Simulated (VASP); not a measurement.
A run of VASP 6.6.1 is set up as follows.

Contents of INCAR:

```
SYSTEM = GaN
ALGO = Normal
EDIFF = 1E-6
ENCUT = 600
GGA = PE
GGA_COMPAT = .FALSE.
ISIF = 2
ISMEAR = 0
LASPH = .TRUE.
LCHARG = .FALSE.
LREAL = .FALSE.
LWAVE = .FALSE.
NBANDS = 26
NELM = 120
PREC = Accurate
SIGMA = 0.1
```

KPOINTS

```
k-points
0
G
  6 6 4
  0 0 0
```

File POSCAR:

```
GaN
1.0
    3.1889305100      0.0000000000      0.0000000000
   -1.5944652600      2.7616946700      0.0000000000
    0.0000000000      0.0000000000      5.1923570600
Ga N
2 2
Direct
    0.6666666900      0.3333333400      0.4990837000
    0.3333333400      0.6666666900      0.9990837000
    0.6666666900      0.3333333400      0.8759163000
    0.3333333400      0.6666666900      0.3759163000
```

Potentials or basis: VASP PAW PBE potentials, release 64 (Ga_d, N).

Command:

```sh
$ cat potpaw_PBE.64/Ga_d/POTCAR potpaw_PBE.64/N/POTCAR > POTCAR
$ mpirun -np 1 vasp_std > vasp.out
```

Question: Estimate the pressure.

Answer: 5.1 GPa.

Question: Estimate the largest force.

Answer: 0.006 eV/Å.

Question: Predict the band gap on the k mesh.

Answer: 1.91 eV, direct.

Forces in eV/Å, atoms in the order of the input:
```
Ga   0.000  0.000  0.006
Ga   0.000  0.000  0.006
N    0.000  0.000 -0.006
N    0.000  0.000 -0.006
```

A hybrid or GW would open this gap; PBE tends to underestimate it.
